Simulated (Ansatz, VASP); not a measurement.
## Two plane-wave programs on GaP

```
CELL_PARAMETERS angstrom
1.78757 1.03206 5.91635
-1.78757 1.03206 5.91635
0.00000 -2.06411 5.91635
ATOMIC_POSITIONS crystal
Ga 0.43537 0.43537 0.43537
Ga 0.56463 0.56463 0.56463
P 0.05739 0.05739 0.05739
P 0.94261 0.94261 0.94261
```

Change from the starting cell: strain -0.080 along x and y, -0.080 along z, atoms carried along.

Alike in both runs: task single point; functional LDA; k mesh 12 × 12 × 12; occupations gaussian, width 0.05 eV; no spin polarisation.

```csv
,VASP,Ansatz
version,VASP 6.6.1,Ansatz 0.2.0
potentials or method,"VASP PAW LDA potentials, release 64 (Ga_d, P), cutoff 520 eV","scalar-relativistic, plane waves, PAW"
valence electrons in the cell,36,36
```

|  | VASP | Ansatz | Ansatz less VASP |
| --- | --- | --- | --- |
| gap on the k mesh at the Fermi level (eV) | 0.45 | 0.45 | -0.007 |
| least direct gap on the mesh (eV) | 1.31 | 1.31 | +0.001 |
| pressure (GPa) | 23.6 | 23.4 | -0.16 |
| traceless stress, the component that is largest in VASP (GPa) | 3.08 | 3.20 | +0.119 |
| rms of the force components (eV/Å) | 0.444 | 0.473 | +0.0293 |

LDA's correlation is that of Perdew and Zunger in VASP and of Perdew and Wang (1992) in Ansatz. Atom by atom the forces differ by 0.030 eV/Å (rms over components).
